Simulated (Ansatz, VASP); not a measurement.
Two plane-wave programs on SbTe2O

```xyz
4
Lattice="4.1158 0.0000 0.0000 0.0000 4.1158 0.0000 0.0000 0.0000 6.1017" Properties=species:S:1:pos:R:3 pbc="T T T"
Sb    0.0000    0.0000    0.0000
Te    0.0000    0.0000    3.0509
Te    2.0579    2.0579    0.0000
O     2.0579    2.0579    3.0509
```

Change from the starting cell: species swapped into the LiNdSe2 type (P4/mmm, No. 123).

Alike in both runs: functional PBE; k mesh 4 × 4 × 4; occupations gaussian, width 0.1 eV; no spin polarisation.

Ansatz relaxed the structure, and its values are those at the end. VASP's run is a single point on that final structure, the one shown.

|  | VASP | Ansatz |
| --- | --- | --- |
| version | VASP 6.6.1 | Ansatz 0.2.0 |
| potentials or method | VASP PAW PBE potentials, release 64 (Sb, Te, O), cutoff 520 eV | scalar-relativistic, plane waves, PAW |
| valence electrons in the cell | 23 | 53 |

|  | VASP | Ansatz | Ansatz less VASP |
| --- | --- | --- | --- |
| gap on the k mesh at the Fermi level (eV) | none | none | - |
| pressure (GPa) | -0.3 | -0.3 | +0.05 |

A gap of «none» marks a metal or a gap that the smearing closes. With one functional, cell and mesh, what is left measures potentials, basis and numerics. VASP's potentials hold 23 valence electrons a cell and Ansatz's 53, so a difference there can come from the potentials and not from the codes.

The k mesh is coarse, so the values compare programs but aren't converged. Spin-orbit coupling is off throughout.
